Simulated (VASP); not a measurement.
# C (P6_3/mmc) in VASP: further runs

Runs on C. Level: LDA. Tasks: single point, relaxation of cell and atoms.

All numbers are computed with VASP 6.6.1; they aren't measurements. Logs are shortened: lines on timing, memory, paths and dates and some standing lists are left out, and cuts for length are marked.

## (1) The cell of the first run

Symmetry: P6_3/mmc, No. 194, hexagonal system. The conventional cell has a = 2.445 Å, b = 2.445 Å, c = 6.652 Å, α = 90.00°, β = 90.00°, γ = 120.00°. Within 1.9 Å of C (site symmetry -6m2) lie 3 C at 1.41 Å. C (site symmetry -6m2) has 3 C at 1.41 Å within 1.9 Å.

## (2) Single point, LDA

Input file INCAR:

```
PREC = Accurate
ENCUT = 520
EDIFF = 1E-6
ISMEAR = 0
SIGMA = 0.1
LREAL = False
LASPH = True
NELM = 100
ALGO = Normal
ISIF = 2
LWAVE = False
LCHARG = False
NBANDS = 16
```

Input file KPOINTS:

```
Automatic mesh
0
Gamma
  21 21 6
```

Input file POSCAR:

```
C
1.0
    2.4449141271      0.0000000000      0.0000000000
   -1.2224570636      2.1173577441      0.0000000000
    0.0000000000      0.0000000000      6.6516192479
C
4
Direct
    0.0000000000      0.0000000000      0.0025000000
    0.0000000000      0.0000000000      0.5025000000
    0.3333333333      0.6666666667      0.0025000000
    0.6666666667      0.3333333333      0.5025000000
```

Potentials or basis: VASP PAW LDA potentials, release 64 (C).

Run with:

```bash
$ cat potpaw_LDA.64/C/POTCAR > POTCAR
$ mpirun -np 1 vasp_std > vasp.out
```

OUTCAR:

```text
PREC = Accurate
   ENCUT = 520
   EDIFF = 1E-6
   ISMEAR = 0
   LREAL = False
   LASPH = True
   NELM = 100
   ISIF = 2

 ion  position               nearest neighbor table
   1  0.000  0.000  0.002-   3 1.41   3 1.41   3 1.41
   2  0.000  0.000  0.502-   4 1.41   4 1.41   4 1.41
   3  0.333  0.667  0.002-   1 1.41   1 1.41   1 1.41
   4  0.667  0.333  0.502-   2 1.41   2 1.41   2 1.41

  LATTYP: Found a hexagonal cell.
 ALAT       =     2.4449141271
 C/A-ratio  =     2.7205942222

  Lattice vectors:

 A1 = (   2.4449141271,   0.0000000000,   0.0000000000)
 A2 = (  -1.2224570636,   2.1173577441,   0.0000000000)
 A3 = (   0.0000000000,   0.0000000000,   6.6516192479)

Analysis of symmetry for initial positions (statically):
=====================================================================
 Subroutine PRICEL returns:
 Original cell was already a primitive cell.

 Routine SETGRP: Setting up the symmetry group for a
 hexagonal supercell.

 Subroutine GETGRP returns: Found 24 space group operations
 (whereof  6 operations were pure point group operations)
 out of a pool of 24 trial point group operations.

The static configuration has the point symmetry C_3v.
 The point group associated with its full space group is D_6h.

Analysis of symmetry for dynamics (positions and initial velocities):
=====================================================================
 Subroutine PRICEL returns:
 Original cell was already a primitive cell.

 Routine SETGRP: Setting up the symmetry group for a
 hexagonal supercell.

 Subroutine GETGRP returns: Found 24 space group operations
 (whereof  6 operations were pure point group operations)
 out of a pool of 24 trial point group operations.

The dynamic configuration has the point symmetry C_3v.
 The point group associated with its full space group is D_6h.

 Subroutine INISYM returns: Found 24 space group operations
 (whereof  6 operations are pure point group operations),
 and found     1 'primitive' translations

----------------------------------------------------------------------------------------

                                     Primitive cell

  volume of cell :      34.4338

  direct lattice vectors                    reciprocal lattice vectors
     2.444914127  0.000000000  0.000000000     0.409012320  0.236143373  0.000000000
    -1.222457064  2.117357744  0.000000000     0.000000000  0.472286746  0.000000000
     0.000000000  0.000000000  6.651619248     0.000000000  0.000000000  0.150339333
[... 85 lines left out ...]
   LASPH  =      T    aspherical Exc in radial PAW
   ENCUT  =  520.0 eV  38.22 Ry    6.18 a.u.   4.55  4.55 12.37*2*pi/ulx,y,z
   NELM   =    100;   NELMIN=  2; NELMDL= -5     # of ELM steps
   EDIFF  = 0.1E-05   stopping-criterion for ELM
   LREAL  =      F    real-space projection
   EDIFFG = 0.1E-04   stopping-criterion for IOM
   NSW    =      0    number of steps for IOM
   IBRION =     -1    ionic relax: 0-MD 1-quasi-New 2-CG
   NFREE  =      0    steps in history (QN), initial steepest desc. (CG)
   ISIF   =      2    stress and relaxation
   ISYM   =      2    0-nonsym 1-usesym 2-fastsym
   POTIM  = 0.5000    time-step for ionic-motion
   TEBEG  =    0.0;   TEEND  =   0.0 temperature during run
   PSTRESS=    0.0 pullay stress
   NELECT =      16.0000    total number of electrons
   NUPDOWN=      -1.0000    fix difference up-down
   EMIN   =  10.00;   EMAX   =-10.00  energy-range for DOS
   EFERMI =   0.00;   METHOD = LEGACY
   ISMEAR =     0;   SIGMA  =   0.10  broadening in eV -4-tet -1-fermi 0-gaus
   EFERMI_NEDOS =   21; number of points for ismear=-14 and -15
   IALGO  =     38    algorithm
   IMIX   =      4    mixing-type and parameters
     AMIX     =   0.40;   BMIX     =  1.00
     AMIX_MAG =   1.60;   BMIX_MAG =  1.00
  volume/ion in A,a.u.               =       8.61        58.09
  Fermi-wavevector in a.u.,A,eV,Ry     =   1.268001  2.396175 21.875823  1.607828
  Thomas-Fermi vector in A             =   2.401119
   LORBIT       =      0    0 simple, 1 ext, 2 COOP (PROOUT), +10 PAW based schemes
   GGA     = CA    functional components
   LHFCALC =     F    Hartree Fock is set to
   AEXX    =    0.0000 exact exchange contribution
   IVDW    =     0    specifies the selected vdW correction
   LEPSILON=     F    determine dielectric tensor
   LRPA    =     F    only Hartree local field effects (RPA)
 non-spin polarized calculation
 Gauss-broadening in eV      SIGMA  =   0.10
  energy-cutoff  :      520.00
  volume of cell :       34.43
 maximum number of plane-waves:       946
   NGX =  9   NGY =  9   NGZ = 25

 number of electron      15.9999996 magnetization

 Free energy of the ion-electron system (eV)
  ---------------------------------------------------
  ext. energy  EPLUGINS =         0.00000000
  ---------------------------------------------------
  free energy    TOTEN  =       -40.44713991 eV

  energy without entropy =      -40.44655330  energy(sigma->0) =      -40.44684660

 E-fermi :   4.7669     XC(G=0): -10.8606

 val. band max:        4.7637632802   @ k =   0.3333   0.3333   0.5000
 cond. band min:       4.7775167030   @ k =   0.3333   0.3333   0.3333
 fundamental gap:      0.0137534228
 Fermi energy:         4.7668979557

 k-point     1 :       0.0000    0.0000    0.0000
  band No.  band energies     occupation
      1     -14.8566      2.00000
      2     -14.5173      2.00000
      3      -4.0064      2.00000
      4      -1.8728      2.00000
      5       1.7850      2.00000
      6       1.7850      2.00000
[... 433 lines left out ...]
      3      -2.3404      2.00000
      4      -2.2519      2.00000
      5      -2.1507      2.00000
      6      -0.7618      2.00000
[... 8 lines left out ...]
     15      16.9985      0.00000
     16      17.2238      0.00000

 [... further k-points ...]
[... 5 lines left out ...]
  --------------------------------------------------------------------------------------
  -------------------------------------------------------------------------------------
  Total        0.2756038      0.2756038     -0.0314232     -0.0000000      0.0000000      0.0000000
  in kB       12.8236156     12.8236156     -1.4620947     -0.0000000      0.0000000      0.0000000
  external PRESSURE =       8.0617122 kB  Pullay stress =       0.0000000 kB

 VOLUME and BASIS-vectors are now :
 -----------------------------------------------------------------------------
  energy-cutoff  :      520.00
  volume of cell :       34.43
      direct lattice vectors                 reciprocal lattice vectors
     2.444914127  0.000000000  0.000000000     0.409012320  0.236143373  0.000000000
    -1.222457064  2.117357744  0.000000000     0.000000000  0.472286746  0.000000000
     0.000000000  0.000000000  6.651619248     0.000000000  0.000000000  0.150339333

 POSITION                                       TOTAL-FORCE (eV/Angst)
 -----------------------------------------------------------------------------------
      0.00000      0.00000      0.01663        -0.000000      0.000000      0.000000
      0.00000      0.00000      3.34244         0.000000     -0.000000     -0.000000
     -0.00000      1.41157      0.01663         0.000000     -0.000000      0.000000
      1.22246      0.70579      3.34244        -0.000000      0.000000      0.000000
 -----------------------------------------------------------------------------------
    total drift:                               -0.000000     -0.000000      0.000001

  FREE ENERGIE OF THE ION-ELECTRON SYSTEM (eV)
  ---------------------------------------------------
  free  energy   TOTEN  =       -40.4471399107 eV

  energy  without entropy=      -40.4465532981  energy(sigma->0) =      -40.44684660
```

OSZICAR:

```text
N       E                     dE             d eps       ncg     rms          rms(c)
DAV:   1     0.254249046280E+02    0.25425E+02   -0.80051E+03  6144   0.936E+02
DAV:   2    -0.407581028905E+02   -0.66183E+02   -0.60288E+02  8744   0.184E+02
DAV:   3    -0.433191742983E+02   -0.25611E+01   -0.25502E+01  8040   0.332E+01
DAV:   4    -0.433412363047E+02   -0.22062E-01   -0.22056E-01  7736   0.378E+00
DAV:   5    -0.433415798181E+02   -0.34351E-03   -0.34350E-03  7904   0.443E-01    0.944E+00
DAV:   6    -0.411240366885E+02    0.22175E+01   -0.15179E+00  7408   0.784E+00    0.537E+00
DAV:   7    -0.404462531635E+02    0.67778E+00   -0.17226E+00  7632   0.851E+00    0.148E+00
DAV:   8    -0.404502302722E+02   -0.39771E-02   -0.10179E-01  7176   0.192E+00    0.418E-01
DAV:   9    -0.404472104658E+02    0.30198E-02   -0.41715E-03  7608   0.442E-01    0.121E-01
DAV:  10    -0.404471420329E+02    0.68433E-04   -0.54201E-04  7704   0.157E-01    0.546E-02
DAV:  11    -0.404471398882E+02    0.21447E-05   -0.18785E-05  7504   0.277E-02    0.344E-03
DAV:  12    -0.404471399107E+02   -0.22570E-07   -0.15609E-07  5312   0.308E-03
   1 F= -.40447140E+02 E0= -.40446847E+02  d E =-.586613E-03
```

Wall time 64 s (1 thread of AMD EPYC 7R43 (Zen 3), shared host); peak memory 0.15 GiB.

Results:

```
Free energy            : -40.4471 eV
Pressure               : 0.8 GPa
Band gap on the k mesh : zero (band 8 reaches 4.78 eV, above the bottom of band 9 at 4.75 eV)
```

Levels at points of the mesh, in eV from the Fermi level:
| k point | band 6 | band 7 | band 8 | band 9 | band 10 | band 11 |
| --- | --- | --- | --- | --- | --- | --- |
| (0.00, 0.00, 0.00) | -2.98 | -2.96 | -2.96 | 3.88 | 8.45 | 8.45 |
| (0.00, 0.00, 0.50) | -2.97 | -2.97 | -2.97 | 6.61 | 6.61 | 8.48 |

## (3) Relaxation of cell and atoms, LDA

This run uses another cell than the first one, of 8.87 Å³/atom, 1.030 times its volume.

Input file INCAR:

```
SYSTEM = C
  PREC = Accurate
  ENCUT = 600
  EDIFF = 1E-7
  ISMEAR = 0
  SIGMA = 0.1
  LREAL = .FALSE.
  LASPH = .TRUE.
  NELM = 100
  ALGO = Normal
  ISIF = 3
  LWAVE = .FALSE.
  LCHARG = .FALSE.
  IBRION = 2
  NSW = 70
  EDIFFG = -0.005
```

Input file KPOINTS:

```
Automatic mesh
0
G
  21 21 6
  0 0 0
```

Input file POSCAR:

```
C
1.0
    2.4649634469      0.0000000000      0.0000000000
   -1.2324817235      2.1347209644      0.0000000000
    0.0000000000      0.0000000000      6.7405387673
C
4
Direct
    0.0000000000      0.0000000000      0.0025000114
    0.0000000000      0.0000000000      0.5025000114
    0.3333333333      0.6666666667      0.0024999886
    0.6666666667      0.3333333333      0.5024999886
```

Potentials or basis: VASP PAW LDA potentials, release 64 (C).

Run with:

```bash
$ cat potpaw_LDA.64/C/POTCAR > POTCAR
$ mpirun -np 1 vasp_std > vasp.out
```

OUTCAR:

```text
SYSTEM = C
   PREC = Accurate
   ENCUT = 600
   EDIFF = 1E-7
   ISMEAR = 0
   LREAL = .FALSE.
   LASPH = .TRUE.
   NELM = 100
   ISIF = 3
   IBRION = 2
   NSW = 70
   EDIFFG = -0.005

 ion  position               nearest neighbor table
   1  0.000  0.000  0.003-   3 1.42   3 1.42   3 1.42
   2  0.000  0.000  0.503-   4 1.42   4 1.42   4 1.42
   3  0.333  0.667  0.002-   1 1.42   1 1.42   1 1.42
   4  0.667  0.333  0.502-   2 1.42   2 1.42   2 1.42

  LATTYP: Found a hexagonal cell.
 ALAT       =     2.4649634469
 C/A-ratio  =     2.7345390358

  Lattice vectors:

 A1 = (   2.4649634469,   0.0000000000,   0.0000000000)
 A2 = (  -1.2324817235,   2.1347209644,   0.0000000000)
 A3 = (   0.0000000000,   0.0000000000,   6.7405387673)

[... 499 lines left out ...]
 cond. band min:       4.8887689450   @ k =   0.3333   0.3333   0.3333
 fundamental gap:      0.0151065383
 Fermi energy:         4.8765639152

 k-point     1 :       0.0000    0.0000    0.0000
  band No.  band energies     occupation
      1     -14.7492      2.00000
      2     -14.3741      2.00000
      3      -3.9454      2.00000
      4      -1.6677      2.00000
      5       1.8982      2.00000
      6       1.8982      2.00000
      7       1.9207      2.00000
      8       1.9207      2.00000
      9       8.8965      0.00000
     10      13.3238      0.00000
     11      13.3238      0.00000
     12      13.3870      0.00000
[... 331 lines left out ...]
 k-point    24 :       0.1905    0.0952    0.0000
  band No.  band energies     occupation
      1     -13.2314      2.00000
      2     -12.8904      2.00000
      3      -2.2299      2.00000
      4      -2.1305      2.00000
      5      -2.0891      2.00000
      6      -0.6482      2.00000
      7      -0.5851      2.00000
      8       0.0372      2.00000
      9      10.7418      0.00000
     10      12.0019      0.00000
     11      12.6061      0.00000
     12      13.9016      0.00000

 [... further k-points ...]
[... 5 lines left out ...]
  --------------------------------------------------------------------------------------
  -------------------------------------------------------------------------------------
  Total        0.0047263      0.0047263      0.0071324     -0.0000000     -0.0000000      0.0000000
  in kB        0.2226834      0.2226834      0.3360499     -0.0000000     -0.0000000      0.0000000
  external PRESSURE =       0.2604723 kB  Pullay stress =       0.0000000 kB
[... 19 lines left out ...]
  FREE ENERGIE OF THE ION-ELECTRON SYSTEM (eV)
  ---------------------------------------------------
  free  energy   TOTEN  =       -40.4648222177 eV

  energy  without entropy=      -40.4642390869  energy(sigma->0) =      -40.46453065

 reached required accuracy - stopping structural energy minimisation
```

Wall time 5.3 min (1 thread of AMD EPYC 7R43 (Zen 3), shared host); peak memory 0.16 GiB.

Results:

- Free energy: -40.4648 eV
- Relaxed volume: 8.50 Å³/atom
- Relaxed cell: a = 2.446 Å, b = 2.446 Å, c = 6.563 Å, α = 90.00°, β = 90.00°, γ = 120.00°
- Space group after relaxing (to 0.05 Å): P6_3/mmc (No. 194)
- Energy gained by relaxing: 4.6 meV/atom
- Ionic steps: 9
- Pressure after relaxing: 0.0 GPa
- Band gap on the k mesh: zero (band 8 reaches 4.89 eV, above the bottom of band 9 at 4.85 eV)

The path:
| step | energy change (eV) | largest force (eV/Å) | pressure (GPa) | volume (Å³) |
| --- | --- | --- | --- | --- |
| 1 | 0.0000 | 0.0000 | -6.55 | 35.47 |
| 2 | 0.0764 | 0.0000 | 16.33 | 33.63 |
| 3 | -0.0162 | 0.0000 | -0.37 | 34.92 |
| 4 | -0.0162 | 0.0000 | -0.24 | 34.91 |
| 5 | -0.0165 | 0.0000 | -0.23 | 34.85 |
| 6 | -0.0173 | 0.0000 | -0.19 | 34.67 |
| 7 | -0.0183 | 0.0000 | -0.09 | 34.30 |
| 8 | -0.0180 | 0.0000 | 0.16 | 33.57 |
| 9 | -0.0186 | 0.0000 | 0.03 | 34.00 |

Final structure:
```xyz
4
Lattice="2.4460 0.0000 0.0000 -1.2230 2.1183 0.0000 0.0000 0.0000 6.5631" Properties=species:S:1:pos:R:3 pbc="T T T"
C     0.0000    0.0000    0.0164
C     0.0000    0.0000    3.2980
C     0.0000    1.4122    0.0164
C     1.2230    0.7061    3.2980
```

Levels at points of the mesh, in eV from the Fermi level:
| k point | band 4 | band 5 | band 6 | band 7 | band 8 | band 9 | band 10 | band 11 | band 12 |
| --- | --- | --- | --- | --- | --- | --- | --- | --- | --- |
| (0.00, 0.00, 0.00) | -6.54 | -2.98 | -2.98 | -2.96 | -2.96 | 4.02 | 8.45 | 8.45 | 8.51 |
| (0.00, 0.00, 0.50) | -7.80 | -2.97 | -2.97 | -2.97 | -2.97 | 6.86 | 6.86 | 8.48 | 8.48 |
